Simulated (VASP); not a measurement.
# Sn3PdO8 (Cmmm) in VASP: single point with PBEsol+U

Aim: the single point of Sn3PdO8 with PBEsol+U.

All numbers are computed with VASP 6.6.1; they aren't measurements. Logs are shortened: lines on timing, memory, paths and dates and some standing lists are left out, and cuts for length are marked.

### Step 1. The cell of the first run

It takes space group Cmmm (No. 65, orthorhombic). The conventional cell has a = 6.700 Å, b = 6.700 Å, c = 6.373 Å, α = 90.00°, β = 90.00°, γ = 90.00°. Within 2.7 Å of Pd (site symmetry mmm) lie 6 O at 2.01 Å. Sn (site symmetry mmm) has 6 O at 2.07 Å within 2.7 Å. Sn (site symmetry mm2) has 6 O at 2.06 to 2.08 Å within 2.7 Å. O (site symmetry m2m) has 1 Pd at 2.01 Å and 2 Sn at 2.06 Å and 1 O at 2.68 Å within 2.7 Å. Within 2.7 Å of O (site symmetry m2m) lie 3 Sn at 2.06 to 2.07 Å and 1 O at 2.57 Å. O (site symmetry m) has 1 Pd at 2.01 Å and 2 Sn at 2.07 to 2.08 Å and 1 O at 2.54 Å within 2.7 Å.

### Step 2. Single point, PBEsol+U, collinear spin, zero start

File INCAR:

```
PREC     = Accurate       # precision mode
ENCUT    = 520            # plane-wave cutoff, eV
EDIFF    = 1E-6           # SCF threshold, eV
ISMEAR   = 0              # smearing method
SIGMA    = 0.05           # smearing width, eV
LREAL    = False          # projectors in reciprocal space
LASPH    = True           # aspherical terms in the spheres
NELM     = 150            # most SCF steps
ALGO     = Normal         # electronic algorithm
ISIF     = 2              # what is computed and relaxed
LWAVE    = False          # write WAVECAR
LCHARG   = True           # write CHGCAR
ISPIN    = 2              # spin polarisation
MAGMOM   = 0 0 0 0 0 0 0 0 0 0 0 0 # initial moments
LORBIT   = 11             # projections on sites
LMAXMIX  = 4              # l up to which the mixer works
LDAU     = True           # DFT+U
LDAUTYPE = 2            
LDAUL    = 2 -1 -1        # shell
LDAUU    = 2 0 0          # U, eV
LDAUJ    = 0 0 0        
LDAUPRINT= 1            
GGA      = PS             # functional
LELF     = True           # ELF
LVHAR    = True         
NBANDS   = 66             # bands
```

File KPOINTS:

```
Automatic mesh
0
Gamma
  4 4 3
```

File POSCAR:

```
Sn3PdO8
1.0
    4.7373500000      0.0000000000      0.0000000000
    0.0000000000      4.7373500000      0.0000000000
    0.0000000000      0.0000000000      6.3728000000
Pd Sn O
1 3 8
Direct
    0.0000000000      0.0000000000      1.0000000000
    0.0000000000      0.0000000000      0.5000000000
    0.5000000000      0.5000000000      0.2463965786
    0.5000000000      0.5000000000      0.7536034214
    0.3002803001      0.3002803001      1.0000000000
    0.3083640033      0.3083640033      0.5000000000
    0.1897046375      0.8102953625      0.2440860549
    0.1897046375      0.8102953625      0.7559139451
    0.6997196999      0.6997196999      1.0000000000
    0.6916359967      0.6916359967      0.5000000000
    0.8102953625      0.1897046375      0.2440860549
    0.8102953625      0.1897046375      0.7559139451
```

Potentials or basis: VASP PAW PBE potentials, release 64 (Pd, Sn_d, O).

Command:

```
> cat potpaw_PBE.64/Pd/POTCAR potpaw_PBE.64/Sn_d/POTCAR potpaw_PBE.64/O/POTCAR > POTCAR
> mpirun -np 1 vasp_std > vasp.out
```

OUTCAR:

```text
PREC = Accurate
   ENCUT = 520
   EDIFF = 1E-6
   ISMEAR = 0
   LREAL = False
   LASPH = True
   NELM = 150
   ISIF = 2
   ISPIN = 2
   LORBIT = 11
   GGA = PS

 ion  position               nearest neighbor table
   1  0.000  0.000  0.000-   7 2.01   8 2.01  11 2.01  12 2.01   5 2.01   9 2.01   2 3.19   2 3.19

   2  0.000  0.000  0.500-   6 2.07  10 2.07   8 2.07   7 2.07  11 2.07  12 2.07   1 3.19   1 3.19
                             4 3.72   3 3.72   3 3.72   4 3.72   3 3.72   4 3.72   3 3.72   4 3.72
   3  0.500  0.500  0.246-   5 2.06   9 2.06   6 2.06  10 2.06   7 2.08  11 2.08   4 3.14   4 3.23
                             2 3.72   2 3.72   2 3.72   2 3.72
   4  0.500  0.500  0.754-   5 2.06   9 2.06   6 2.06  10 2.06   8 2.08  12 2.08   3 3.14   3 3.23
                             2 3.72   2 3.72   2 3.72   2 3.72
   5  0.300  0.300  0.000-   1 2.01   3 2.06   4 2.06
   6  0.308  0.308  0.500-   3 2.06   4 2.06   2 2.07
   7  0.190  0.810  0.244-   1 2.01   2 2.07   3 2.08
   8  0.190  0.810  0.756-   1 2.01   2 2.07   4 2.08
   9  0.700  0.700  0.000-   1 2.01   3 2.06   4 2.06
  10  0.692  0.692  0.500-   3 2.06   4 2.06   2 2.07
  11  0.810  0.190  0.244-   1 2.01   2 2.07   3 2.08
  12  0.810  0.190  0.756-   1 2.01   2 2.07   4 2.08

  LATTYP: Found a simple tetragonal cell.
 ALAT       =     4.7373500000
 C/A-ratio  =     1.3452246509

  Lattice vectors:

 A1 = (   4.7373500000,   0.0000000000,   0.0000000000)
 A2 = (   0.0000000000,   4.7373500000,   0.0000000000)
 A3 = (   0.0000000000,   0.0000000000,   6.3728000000)

Analysis of symmetry for initial positions (statically):
=====================================================================
 Subroutine PRICEL returns:
 Original cell was already a primitive cell.

 Routine SETGRP: Setting up the symmetry group for a
 simple tetragonal supercell.

 Subroutine GETGRP returns: Found  8 space group operations
 (whereof  8 operations were pure point group operations)
 out of a pool of 16 trial point group operations.

The static configuration has the point symmetry D_2h.

Analysis of symmetry for dynamics (positions and initial velocities):
=====================================================================
 Subroutine PRICEL returns:
 Original cell was already a primitive cell.

 Routine SETGRP: Setting up the symmetry group for a
 simple tetragonal supercell.

 Subroutine GETGRP returns: Found  8 space group operations
 (whereof  8 operations were pure point group operations)
 out of a pool of 16 trial point group operations.

The dynamic configuration has the point symmetry D_2h.

Analysis of structural, dynamic, and magnetic symmetry:
=====================================================================
 Subroutine PRICEL returns:
 Original cell was already a primitive cell.

 Routine SETGRP: Setting up the symmetry group for a
 simple tetragonal supercell.

 Subroutine GETGRP returns: Found  8 space group operations
 (whereof  8 operations were pure point group operations)
 out of a pool of 16 trial point group operations.

The overall configuration has the point symmetry D_2h.

 Subroutine INISYM returns: Found  8 space group operations
 (whereof  8 operations are pure point group operations),
 and found     1 'primitive' translations

----------------------------------------------------------------------------------------

                                     Primitive cell

  volume of cell :     143.0215

  direct lattice vectors                    reciprocal lattice vectors
[... 139 lines left out ...]

 number of electron      99.9999995 magnetization       0.0000081

atom =   1  type =  1  l = 2

 onsite density matrix

spin component  1

  0.7143  0.0000  0.1705  0.0000  0.0000
  0.0000  0.7991  0.0000  0.1829  0.0000
  0.1705  0.0000  0.8538  0.0000  0.0000
  0.0000  0.1829  0.0000  0.7991  0.0000
  0.0000  0.0000  0.0000  0.0000  0.9835

spin component  2

  0.7143  0.0000  0.1705  0.0000  0.0000
  0.0000  0.7990  0.0000  0.1829  0.0000
  0.1705  0.0000  0.8538  0.0000  0.0000
  0.0000  0.1829  0.0000  0.7990  0.0000
  0.0000  0.0000  0.0000  0.0000  0.9836

 occupancies and eigenvectors

  o =  0.5998  v =  0.8302  0.0000 -0.5574 -0.0000  0.0000  0.0000  0.0000  0.0000  0.0000  0.0000      0.0000  0.0000  0.0000  0.0000  0.0000  0.0000  0.0000  0.0000  0.0000  0.0000
  o =  0.5998  v =  0.0000  0.0000  0.0000  0.0000  0.0000  0.8302 -0.0000 -0.5574  0.0000  0.0000      0.0000  0.0000  0.0000  0.0000  0.0000  0.0000  0.0000  0.0000  0.0000  0.0000
  o =  0.6162  v =  0.0000  0.0000  0.0000  0.0000  0.0000  0.0000  0.7071  0.0000 -0.7071  0.0000      0.0000  0.0000  0.0000  0.0000  0.0000  0.0000  0.0000  0.0000  0.0000  0.0000
  o =  0.6162  v = -0.0000  0.7071  0.0000 -0.7071  0.0000  0.0000  0.0000  0.0000  0.0000  0.0000      0.0000  0.0000  0.0000  0.0000  0.0000  0.0000  0.0000  0.0000  0.0000  0.0000
  o =  0.9683  v =  0.0000  0.0000  0.0000  0.0000  0.0000  0.5574  0.0000  0.8302  0.0000 -0.0000      0.0000  0.0000  0.0000  0.0000  0.0000  0.0000  0.0000  0.0000  0.0000  0.0000
  o =  0.9683  v = -0.5574  0.0000 -0.8302  0.0000  0.0000  0.0000  0.0000  0.0000  0.0000  0.0000      0.0000  0.0000  0.0000  0.0000  0.0000  0.0000  0.0000  0.0000  0.0000  0.0000
  o =  0.9819  v =  0.0000  0.0000  0.0000  0.0000  0.0000  0.0000 -0.7071  0.0000 -0.7071 -0.0000      0.0000  0.0000  0.0000  0.0000  0.0000  0.0000  0.0000  0.0000  0.0000  0.0000
  o =  0.9820  v =  0.0000  0.7071  0.0000  0.7071  0.0000  0.0000  0.0000  0.0000  0.0000  0.0000      0.0000  0.0000  0.0000  0.0000  0.0000  0.0000  0.0000  0.0000  0.0000  0.0000
  o =  0.9835  v =  0.0000 -0.0000  0.0000 -0.0000  1.0000  0.0000  0.0000  0.0000  0.0000  0.0000      0.0000  0.0000  0.0000  0.0000  0.0000  0.0000  0.0000  0.0000  0.0000  0.0000
  o =  0.9836  v =  0.0000  0.0000  0.0000  0.0000  0.0000  0.0000 -0.0000  0.0000  0.0000  1.0000      0.0000  0.0000  0.0000  0.0000  0.0000  0.0000  0.0000  0.0000  0.0000  0.0000

 number of electron      99.9999995 magnetization      -0.0000000

 Free energy of the ion-electron system (eV)
  ---------------------------------------------------
  ext. energy  EPLUGINS =         0.00000000
  ---------------------------------------------------
  free energy    TOTEN  =       -75.67809746 eV

  energy without entropy =      -75.67809746  energy(sigma->0) =      -75.67809746

 E-fermi :   5.8000     XC(G=0): -11.5113

 val. band max:        5.5706693555   @ k =   0.5000   0.5000   0.3333
 cond. band min:       6.1637668848   @ k =   0.5000   0.5000   0.0000
 fundamental gap:      0.5930975294
 Fermi energy:         5.7999981285

 spin component 1

 k-point     1 :       0.0000    0.0000    0.0000
  band No.  band energies     occupation
      1     -15.5172      1.00000
      2     -15.4444      1.00000
      3     -15.0137      1.00000
      4     -14.9167      1.00000
      5     -14.8481      1.00000
      6     -14.6456      1.00000
[... 899 lines left out ...]
     61      15.7211      0.00000
     62      15.8295      0.00000
 Fermi energy:         5.7999981285

 spin component 2

 k-point     1 :       0.0000    0.0000    0.0000
  band No.  band energies     occupation
      1     -15.5172      1.00000
      2     -15.4444      1.00000
      3     -15.0137      1.00000
      4     -14.9168      1.00000
      5     -14.8481      1.00000
      6     -14.6456      1.00000
[... 899 lines left out ...]
     61      15.7211      0.00000
     62      15.8295      0.00000
 [bands above 62 left out]

------------------------ aborting loop because EDIFF is reached ----------------------------------------

  FORCE on cell =-STRESS in cart. coord.  units (eV):
  Direction    XX          YY          ZZ          XY          YZ          ZX
  --------------------------------------------------------------------------------------
  -------------------------------------------------------------------------------------
  Total       -2.6456045     -2.6456045     -1.3648718     -0.8986142      0.0000000      0.0000000
  in kB      -29.6370015    -29.6370015    -15.2897789    -10.0665960      0.0000000      0.0000000
  external PRESSURE =     -24.8545940 kB  Pullay stress =       0.0000000 kB

 VOLUME and BASIS-vectors are now :
 -----------------------------------------------------------------------------
  energy-cutoff  :      520.00
  volume of cell :      143.02
      direct lattice vectors                 reciprocal lattice vectors
     4.737350000  0.000000000  0.000000000     0.211088478  0.000000000  0.000000000
     0.000000000  4.737350000  0.000000000     0.000000000  0.211088478  0.000000000
     0.000000000  0.000000000  6.372800000     0.000000000  0.000000000  0.156916897

 POSITION                                       TOTAL-FORCE (eV/Angst)
 -----------------------------------------------------------------------------------
      0.00000      0.00000      0.00000         0.000000      0.000000      0.000000
      0.00000      0.00000      3.18640         0.000000      0.000000      0.000000
      2.36868      2.36868      1.57024         0.000000      0.000000      0.004722
      2.36868      2.36868      4.80256         0.000000      0.000000     -0.004722
      1.42253      1.42253      0.00000        -0.159168     -0.159168     -0.000000
      1.46083      1.46083      3.18640        -0.006079     -0.006079      0.000000
      0.89870      3.83865      1.55551        -0.079289      0.079289     -0.161939
      0.89870      3.83865      4.81729        -0.079289      0.079289      0.161939
      3.31482      3.31482      0.00000         0.159168      0.159168      0.000000
      3.27652      3.27652      3.18640         0.006079      0.006079      0.000000
      3.83865      0.89870      1.55551         0.079289     -0.079289     -0.161939
      3.83865      0.89870      4.81729         0.079289     -0.079289      0.161939
 -----------------------------------------------------------------------------------
    total drift:                                0.000000      0.000000      0.000000

  FREE ENERGIE OF THE ION-ELECTRON SYSTEM (eV)
  ---------------------------------------------------
  free  energy   TOTEN  =       -75.6780974587 eV

  energy  without entropy=      -75.6780974587  energy(sigma->0) =      -75.67809746

 total charge

# of ion       s       p       d       tot
------------------------------------------
    1        0.475   0.810   8.250   9.535
    2        0.900   1.079  10.366  12.345
    3        0.892   1.085  10.363  12.340
    4        0.892   1.085  10.363  12.340
    5        1.554   3.435   0.000   4.989
    6        1.559   3.478   0.000   5.037
    7        1.558   3.432   0.000   4.989
    8        1.558   3.432   0.000   4.989
    9        1.554   3.435   0.000   4.989
   10        1.559   3.478   0.000   5.037
   11        1.558   3.432   0.000   4.989
   12        1.558   3.432   0.000   4.989
--------------------------------------------------
tot         15.616  31.612  39.341  86.570

 magnetization (x)

# of ion       s       p       d       tot
------------------------------------------
    1        0.000  -0.000  -0.000  -0.000
    2        0.000  -0.000   0.000   0.000
    3        0.000  -0.000   0.000   0.000
    4        0.000  -0.000   0.000   0.000
    5        0.000  -0.000   0.000   0.000
    6       -0.000  -0.000   0.000  -0.000
    7        0.000   0.000   0.000   0.000
    8        0.000   0.000   0.000   0.000
    9        0.000  -0.000   0.000   0.000
   10       -0.000  -0.000   0.000  -0.000
   11        0.000   0.000   0.000   0.000
   12        0.000   0.000   0.000   0.000
--------------------------------------------------
tot          0.000  -0.000   0.000   0.000
```

Run time: 3.4 min. Hardware: 1 thread of AMD EPYC 7R13 (Zen 3), shared host; peak memory 0.37 GiB.

Results:

* Free energy: -75.6781 eV
* Pressure: -2.5 GPa
* Largest force: 0.225 eV/Å
* Band gap on the k mesh: 0.59 eV (least direct gap 0.61 eV)
* Net moment: 0.00 μB per cell
* Valence electrons inside the program's atomic spheres: Pd 9.54; Sn 12.35, 12.34 (each value once); O 4.99, 5.04 (each value once)

Forces on the atoms (eV/Å):
```
Pd   0.000  0.000  0.000
Sn   0.000  0.000  0.000
Sn   0.000  0.000  0.005
Sn   0.000  0.000 -0.005
O   -0.159 -0.159  0.000
O   -0.006 -0.006  0.000
O   -0.079  0.079 -0.162
O   -0.079  0.079  0.162
O    0.159  0.159  0.000
O    0.006  0.006  0.000
O    0.079 -0.079 -0.162
O    0.079 -0.079  0.162
```

Stress tensor (GPa, compression positive):
```
-2.96 -1.01  0.00
-1.01 -2.96  0.00
 0.00  0.00 -1.53
```

Eigenvalues of the final occupation matrices:
| site | spin | trace | eigenvalues |
| --- | --- | --- | --- |
| site 1 d | 1 | 4.15 | 0.60 0.62 0.97 0.98 0.98 |
| site 1 d | 2 | 4.15 | 0.60 0.62 0.97 0.98 0.98 |

Caveat: the PAW data sets were made with another functional, which shifts forces and pressure a little; spin-orbit coupling is left out, which moves the levels of the heavy elements. A k mesh can miss the band edges.
